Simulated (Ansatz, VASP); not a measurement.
One calculation of ZnO, two programs

```
CELL_PARAMETERS angstrom
3.27092 0.00000 0.00000
-1.63546 2.83270 0.00000
0.00000 0.00000 5.23826
ATOMIC_POSITIONS crystal
Zn 0.33333 0.66667 0.00000
Zn 0.66667 0.33333 0.50000
O 0.33333 0.66667 0.38210
O 0.66667 0.33333 0.88210
```

Change from the starting cell: volume scaled by 1.02, PAW files.

Alike in both runs: task electric field gradients; functional LDA; k mesh 8 × 8 × 5; occupations fermi-dirac, width 0.01 eV; no spin polarisation.

|  | VASP | Ansatz |
| --- | --- | --- |
| version | VASP 6.6.1 | Ansatz 0.2.0 |
| potentials or method | VASP PAW LDA potentials, release 64 (Zn, O) | PAW with Ansatz's default frozen-core files, scalar-relativistic |
| plane-wave cutoff (eV) | 520 | 420 |
| valence electrons in the cell | 36 | 36 |

```tsv
	VASP	Ansatz	Ansatz less VASP
gap on the k mesh at the Fermi level (eV)	0.71	0.70	-0.005
pressure (GPa)	-8.5	-9.5	-0.95
traceless stress, the component that is largest in VASP (GPa)	0.46	0.48	+0.019
rms of the force components (eV/Å)	0.023	0.022	-0.0009
size of Vzz on the site where it differs most (V/Å²)	7.6	7.2	-0.37
```

LDA's correlation is that of Perdew and Zunger in VASP and of Perdew and Wang (1992) in Ansatz. Atom by atom the forces differ by 0.001 eV/Å (rms over components).
